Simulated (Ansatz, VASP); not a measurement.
## WS2: VASP beside Ansatz

```
W S
1.0
     3.30337    0.17303    0.17303
    -1.50183    2.77428    0.06333
     1.29640    1.29640   24.74951
W S
2 4
Direct
  0.33333 0.66667 0.63457
  0.66667 0.33333 0.36543
  0.33333 0.66667 0.29897
  0.66667 0.33333 0.56805
  0.33333 0.66667 0.43195
  0.66667 0.33333 0.70103
```

Change from the starting cell: equal engineering shear yz, xz and xy +0.1100, equal normal strain along x, y and z +0.0500.

Alike in both runs: task single point; functional PBEsol; k mesh 12 × 12 × 2; occupations gaussian, width 0.05 eV; no spin polarisation.

|  | VASP | Ansatz |
| --- | --- | --- |
| version | VASP 6.6.1 | Ansatz 0.2.0 |
| potentials or method | VASP PAW PBE potentials, release 64 (W_sv, S), cutoff 520 eV | scalar-relativistic, plane waves, PAW |
| valence electrons in the cell | 52 | 52 |

|  | VASP | Ansatz | Ansatz less VASP |
| --- | --- | --- | --- |
| gap on the k mesh at the Fermi level (eV) | 1.09 | 1.08 | -0.008 |
| least direct gap on the mesh (eV) | 1.36 | 1.36 | -0.005 |
| rms of the force components (eV/Å) | 0.993 | 0.997 | +0.0038 |

VASP's potentials were made for PBE, not for PBEsol, and Ansatz warns of the same on its side. Atom by atom the forces differ by 0.008 eV/Å (rms over components).

Neither program's run includes spin-orbit coupling.
